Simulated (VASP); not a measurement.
Here is a VASP 6.6.1 calculation.

INCAR

```
SYSTEM = AlP
ALGO = Normal
EDIFF = 1E-6
ENCUT = 500
GGA = PS
GGA_COMPAT = .False.
ISIF = 2
ISMEAR = 0
LASPH = .True.
LCHARG = .False.
LREAL = .False.
LWAVE = .False.
NBANDS = 11
NELM = 120
PREC = Accurate
SIGMA = 0.02
```

The input KPOINTS:

```
k-points
0
Gamma
  8 8 8
  0 0 0
```

Contents of POSCAR:

```
AlP
1.0
    0.0000000000      2.6642911160      2.6642911160
    2.6642911160      0.0000000000      2.6642911160
    2.6642911160      2.6642911160      0.0000000000
Al P
1 1
Direct
    0.0000000000      0.0000000000      0.0000000000
    0.7500000000      0.7500000000      0.7500000000
```

Potentials or basis: VASP PAW PBE potentials, release 64 (Al, P).

Command:

```console
$ cat potpaw_PBE.64/Al/POTCAR potpaw_PBE.64/P/POTCAR > POTCAR
$ mpirun -np 1 vasp_std > vasp.out
```

Estimate the pressure.

8.1 GPa.

Estimate the band gap on the k mesh.

1.28 eV, indirect (least direct gap 3.56 eV).

Caveat: the PAW data sets were made with another functional, which shifts forces and pressure a little. A k mesh can miss the band edges.
